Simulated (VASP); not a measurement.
A run of VASP 6.6.1 is set up as follows.

INCAR

```
SYSTEM = MgBe2S4
PREC = Accurate ; ENCUT = 600
EDIFF = 1E-7 ; ISMEAR = 0
SIGMA = 0.1 ; LREAL = .FALSE.
LASPH = .TRUE. ; NELM = 100
ALGO = Normal ; ISIF = 3
LWAVE = .FALSE. ; LCHARG = .FALSE.
GGA = PE ; IVDW = 12
IBRION = 2 ; NSW = 90
EDIFFG = -0.04
```

KPOINTS

```
regular mesh
0
G
  6 6 2
  0 0 0
```

Contents of POSCAR:

```
MgBe2S4
1.0
    3.1168612400      0.0000000000      0.0000000000
   -1.5584306200      2.6992810200      0.0000000000
    0.0000000000      0.0000000000     10.8734231800
Mg Be S
1 2 4
Direct
    0.0000000000      0.0000000000      0.0000000000
    0.0000000000      0.0000000000      0.7540564300
    0.0000000000      0.0000000000      0.2459435700
    0.6666666700      0.3333333300      0.8715413300
    0.3333333300      0.6666666700      0.6365715300
    0.6666666700      0.3333333300      0.3634284700
    0.3333333300      0.6666666700      0.1284586700
```

Potentials or basis: VASP PAW PBE potentials, release 64 (Mg, Be, S).

Launch:

```bash
$ cat potpaw_PBE.64/Mg/POTCAR potpaw_PBE.64/Be/POTCAR potpaw_PBE.64/S/POTCAR > POTCAR
$ mpirun -np 1 vasp_std > vasp.out
```

Problem. What does it give for the dispersion energy per atom?

Solution. -0.327 eV.

Problem. Estimate the space group after relaxing (to 0.1 Å).

Solution. P-3m1 (No. 164).

Problem. Predict the band gap on the k mesh.

Solution. Zero (bands 15 and 16 overlap by 1.30 eV).

Problem. Predict the relaxed volume.

Solution. 15.49 Å³/atom.

Stress tensor (GPa, compression positive):
```
-0.36  0.00  0.00
 0.00 -0.36  0.00
 0.00  0.00 -0.14
```

Caveat: the k points lie up to 0.36 Å⁻¹ apart in the final cell, too coarse for converged energies and pressures of a metal; the volume moved by over 15 % at a fixed basis, so the end points are rough.
